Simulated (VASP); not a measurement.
## LiF: single point with PBE

The system is LiF.

```xyz
4
Lattice="3.0619 0.0000 0.0000 -1.5310 2.6517 0.0000 0.0000 0.0000 5.1088" Properties=species:S:1:pos:R:3 pbc="T T T"
Li    0.0000    1.7678    1.8947
Li    1.5310    0.8839    4.4491
F     0.0000    1.7678    5.0778
F     1.5310    0.8839    2.5234
```

This cell differs from its parent crystal: c/a of the conventional cell at fixed volume 1.6685.

| Quantity | Value |
| --- | --- |
| Program | VASP 6.6.1 |
| Task | single point |
| Functional | PBE |
| Potentials or basis | VASP PAW PBE potentials, release 64 (Li_sv, F) |
| Cutoff | 520 eV |
| k mesh | 9 × 9 × 6 |
| Occupations | gaussian, width 0.05 eV |
| Spin | no spin polarisation |

The largest force is 0.042 eV/Å. The band gap on the k mesh is 7.66 eV, direct.

Forces in eV/Å, atoms in the order of the input:
```
Li   0.000  0.000 -0.042
Li   0.000  0.000 -0.042
F    0.000  0.000  0.042
F    0.000  0.000  0.042
```

Levels at points of the mesh, in eV from the valence-band top:
```tsv
k point	band 6	band 7	band 8	band 9	band 10	band 11	band 12	band 13	band 14	band 15
(0.00, 0.00, 0.00)	-0.23	-0.23	-0.04	0.00	0.00	7.66	11.56	14.59	18.85	18.85
(0.00, 0.00, 0.50)	-1.04	-0.12	-0.12	-0.12	-0.12	9.22	9.22	16.87	16.87	19.11
```

It took 19 s on 1 thread of Intel(R) Xeon(R) Platinum 8488C (Sapphire Rapids) (shared host), peak memory 0.16 GiB.

 A k mesh can miss the band edges.
